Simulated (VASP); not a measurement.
Input of a VASP 6.6.1 run:

File POSCAR:

```
MgO
1.0
    2.1652669820      2.1652669820      0.0000000000
   -2.1652669820      2.1652669820      0.0000000000
    0.0000000000      0.0000000000      4.1333496661
Mg O
2 2
Direct
    0.0000000000      0.0000000000      0.0000000000
    0.5000000000      0.5000000000      0.5000000000
    0.5000000000      0.5000000000      0.0000000000
    0.0000000000      0.0000000000      0.5000000000
```

Contents of INCAR.step1:

```
SYSTEM = MgO
ALGO = Normal ; EDIFF = 1E-4
ENCUT = 520 ; GGA = PE
ISMEAR = 0 ; LASPH = .True.
LCHARG = .False. ; LREAL = .False.
LWAVE = .True. ; NBANDS = 16
NELM = 60 ; PREC = Accurate
SIGMA = 0.02
```

File INCAR.step2:

```
SYSTEM = MgO
ALGO = Normal ; EDIFF = 1E-6
ENCUT = 520 ; ISIF = 2
ISMEAR = 0 ; ISTART = 1
LASPH = .True. ; LCHARG = .False.
LMIXTAU = .True. ; LREAL = .False.
LWAVE = .False. ; METAGGA = R2SCAN
NBANDS = 16 ; NELM = 60
PREC = Accurate ; SIGMA = 0.02
```

The input KPOINTS:

```
k-points
0
Gamma
  8 8 6
  0 0 0
```

Potentials or basis: VASP PAW PBE potentials, release 64 (Mg, O).

The run is started by

```bash
$ cat potpaw_PBE.64/Mg/POTCAR potpaw_PBE.64/O/POTCAR > POTCAR
$ cp INCAR.step1 INCAR
$ mpirun -np 1 vasp_std > vasp.out
$ cp INCAR.step2 INCAR
$ mpirun -np 1 vasp_std > vasp.out
```

Question: What does it give for the pressure?

Answer: -6.9 GPa.

Question: Predict the band gap on the k mesh.

Answer: 5.19 eV.

Stress tensor (GPa, compression positive):
```
-9.70  0.00  0.00
 0.00 -9.70  0.00
 0.00  0.00 -1.16
```

Caveat: the PAW data sets were made with another functional, which shifts forces and pressure a little. r2SCAN opens gaps a little over a GGA but as a rule still falls short of measured ones.
